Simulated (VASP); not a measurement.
Rb:

```
Rb
1.0
     4.99157    0.00000    0.00000
    -2.00353    4.57183    0.00000
    -1.49402   -2.28592    4.17831
Rb
1
Direct
  0.00000 0.00000 0.00000
```

| Quantity | Value |
| --- | --- |
| Program | VASP 6.6.1 |
| Task | relaxation of cell and atoms |
| Functional | LDA |
| Potentials or basis | VASP PAW LDA potentials, release 64 (Rb_sv) |
| Cutoff | 600 eV |
| k mesh | 5 × 5 × 5 |
| Occupations | gaussian, width 0.1 eV |
| Spin | no spin polarisation |

At the start: pressure -0.5 GPa; volume 95.35 Å³/atom.

Task: Where does the relaxation end?

Result: Over 8 steps the energy falls by 35.3 meV/atom and the volume is 76.80 Å³/atom (-19.5 %); space group I4/mmm (No. 139, to 0.05 Å).

Step by step:
```csv
step,energy change (eV),largest force (eV/Å),pressure (GPa),volume (Å³)
1,0.0000,0.0000,-0.51,95.35
2,-0.0125,0.0000,-0.44,91.22
3,-0.0317,0.0000,-0.21,82.14
4,-0.0120,0.0000,0.75,65.84
5,-0.0352,0.0000,-0.03,77.70
6,-0.0353,0.0000,0.00,77.00
7,-0.0353,0.0000,0.02,76.66
8,-0.0353,0.0000,0.00,76.80
```

Final structure:
```
Rb
1.0
     4.64712   -0.03553    0.00000
    -1.89781    4.24209    0.00000
    -1.37466   -2.10328    3.90942
Rb
1
Direct
  0.00000 0.00000 0.00000
```

Caveat: the volume moved by over 15 % at a fixed basis, so the end points are rough.
